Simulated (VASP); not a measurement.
A run of VASP 6.6.1:

The input INCAR:

```
PREC = Accurate ; ENCUT = 520
EDIFF = 1E-6 ; ISMEAR = -1
SIGMA = 0.05 ; LREAL = F
LASPH = T ; NELM = 100
ALGO = Normal ; ISIF = 2
LWAVE = F ; LCHARG = F
GGA = PE ; NBANDS = 18
```

Contents of KPOINTS:

```
regular mesh
0
Gamma
  12 12 12
```

POSCAR

```
Si2W
1.0
   -1.6143039206      1.6143039206      3.9344657541
    1.6143039206     -1.6143039206      3.9344657541
    1.6143039206      1.6143039206     -3.9344657541
W Si
1 2
Direct
    0.0000000000      0.0000000000      0.0000000000
    0.6655431122      0.6655431122      0.0000000000
    0.3344568878      0.3344568878      0.0000000000
```

Potentials or basis: VASP PAW PBE potentials, release 64 (W_sv, Si).

Run with:

```sh
$ cat potpaw_PBE.64/W_sv/POTCAR potpaw_PBE.64/Si/POTCAR > POTCAR
$ mpirun -np 1 vasp_std > vasp.out
```

Hardware: 1 thread of Intel(R) Xeon(R) 6975P-C (Granite Rapids), on a shared host.

How long does it take, and how much memory?

Run time: 2.6 min on 1 thread of Intel(R) Xeon(R) 6975P-C (Granite Rapids) (shared host), peak memory 0.28 GiB. Counts: scf iterations 12, k points 163.
